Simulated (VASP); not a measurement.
Wanted: the native input for a VASP 6.6.1 run.

| Item | Value |
| --- | --- |
| Task | single point |
| Functional | PBE |
| Potentials or basis | VASP PAW PBE potentials, release 64 (B, As) |
| Cutoff | 500 eV |
| k mesh | 6 × 6 × 6 |
| Occupations | gaussian, width 0.2 eV |
| Spin | no spin polarisation |
| Dipole correction | no |
| Further INCAR settings | ALGO = Normal; EDIFF = 1e-06; NBANDS = 22 |

The structure of B5As2 lies in POSCAR:

```
B5As2
1.0
    1.4783031732      0.8534987350     10.5101217292
   -1.4783031732      0.8534987350     10.5101217292
    0.0000000000     -1.7069974699     10.5101217292
B As
5 2
Direct
    0.3329548221      0.3329548221      0.3329548221
    0.6670451779      0.6670451779      0.6670451779
    0.8242609114      0.8242609114      0.8242609114
    0.5000000000      0.5000000000      0.5000000000
    0.1757390886      0.1757390886      0.1757390886
    0.0610584198      0.0610584198      0.0610584198
    0.9389415802      0.9389415802      0.9389415802
```

One way to write it, as run:

INCAR

```
ALGO = Normal ; EDIFF = 1E-6
ENCUT = 500 ; GGA = PE
GGA_COMPAT = False ; ISIF = 2
ISMEAR = 0 ; LASPH = True
LCHARG = False ; LREAL = False
LWAVE = False ; NBANDS = 22
NELM = 120 ; PREC = Accurate
SIGMA = 0.2
```

KPOINTS

```
k-points
0
Gamma
  6 6 6
```

Potentials or basis: VASP PAW PBE potentials, release 64 (B, As).

Launch:

```bash
$ cat potpaw_PBE.64/B/POTCAR potpaw_PBE.64/As/POTCAR > POTCAR
$ mpirun -np 1 vasp_std > vasp.out
```

Results of the run:

```json
{
  "Pressure": "0.3 GPa",
  "Largest force": "0.017 eV/Å",
  "Band gap on the k mesh": "zero (an odd number of electrons rules out a gap without spin polarisation)"
}
```

Caveat: the k points lie up to 0.41 Å⁻¹ apart, too coarse for converged energies and pressures of a metal.

Run time: 14 min on 1 thread of Intel Xeon 8259CL (shared host), peak memory 0.91 GiB.
